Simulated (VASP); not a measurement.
A run of VASP 6.6.1 is set up as follows.

INCAR

```
ALGO = Fast
EDIFF = 1E-7
ENCUT = 520
GGA = CA
ISIF = 2
ISMEAR = 0
ISYM = 0
KPAR = 4
LASPH = T
LCHARG = F
LREAL = F
LWAVE = F
NBANDS = 16
NELM = 60
PREC = Accurate
SIGMA = 0.15
```

File KPOINTS:

```
k-points
0
Gamma
  24 24 20
```

Contents of POSCAR:

```
Ir
1.0
    0.0000000000     -1.9197000000     -1.9197000000
   -1.9197000000      0.0000000000     -1.9197000000
    1.9197000000      1.9197000000     -3.8394000000
Ir
2
Direct
    0.5011269517      0.5011269517      0.4966165597
   -0.0011269517     -0.0011269517      0.0033834403
```

Potentials or basis: VASP PAW LDA potentials, release 64 (Ir).

Run with:

```console
$ cat potpaw_LDA.64/Ir/POTCAR > POTCAR
$ mpirun -np 4 vasp_std > vasp.out
```

Q: Predict the pressure.

A: -5.9 GPa.

Q: Estimate the band gap on the k mesh.

A: Zero (bands 9 and 10 overlap by 2.93 eV).

Q: What does it give for the largest force?

A: 0.407 eV/Å.

Stress tensor (GPa, compression positive):
```
-5.87  0.08 -0.07
 0.08 -5.87 -0.07
-0.07 -0.07 -5.87
```

Caveat: the cell differs from its parent crystal (atoms displaced along a vibrational mode); the cell stands under tension; spin-orbit coupling is left out, which moves the levels of the heavy elements.
